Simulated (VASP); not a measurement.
Input of a VASP 6.6.1 run:

The input INCAR:

```
SYSTEM = Cd3Te5
PREC     = Accurate       ! precision mode
ENCUT    = 520            ! plane-wave cutoff, eV
EDIFF    = 1E-6           ! SCF threshold, eV
ISMEAR   = 0              ! smearing method
SIGMA    = 0.2            ! smearing width, eV
LREAL    = .False.        ! projectors in reciprocal space
LASPH    = .True.         ! aspherical terms in the spheres
NELM     = 80             ! most SCF steps
ALGO     = Normal         ! electronic algorithm
ISIF     = 2              ! what is computed and relaxed
LWAVE    = .False.        ! write WAVECAR
LCHARG   = .False.        ! write CHGCAR
GGA      = PE             ! functional
NBANDS   = 43             ! bands
```

File KPOINTS:

```
Automatic mesh
0
Gamma
  3 3 3
  0 0 0
```

The input POSCAR:

```
Cd3Te5
1.0
    6.7693363088      0.0000000000      0.0000000000
    0.0000000000      6.7693363088      0.0000000000
    0.0000000000      0.0000000000      6.7693363088
Cd Te
3 5
Direct
    0.5000000000      0.0000000000      0.5000000000
    0.5000000000      0.5000000000      0.0000000000
    0.0000000000      0.5000000000      0.5000000000
    0.0000000000      0.0000000000      0.0000000000
    0.2661316603      0.7338683397      0.7338683397
    0.7338683397      0.7338683397      0.2661316603
    0.7338683397      0.2661316603      0.7338683397
    0.2661316603      0.2661316603      0.2661316603
```

Potentials or basis: VASP PAW PBE potentials, release 64 (Cd, Te).

Launch:

```sh
$ cat potpaw_PBE.64/Cd/POTCAR potpaw_PBE.64/Te/POTCAR > POTCAR
$ mpirun -np 1 vasp_std > vasp.out
```

Question: Estimate the largest force.

Answer: 0.031 eV/Å.

Question: What does it give for the pressure?

Answer: 0.4 GPa.

Forces in eV/Å, atoms in the order of the input:
```
Cd   0.000  0.000  0.000
Cd   0.000  0.000  0.000
Cd   0.000  0.000  0.000
Te   0.000  0.000  0.000
Te   0.018 -0.018 -0.018
Te  -0.018 -0.018  0.018
Te  -0.018  0.018 -0.018
Te   0.018  0.018  0.018
```
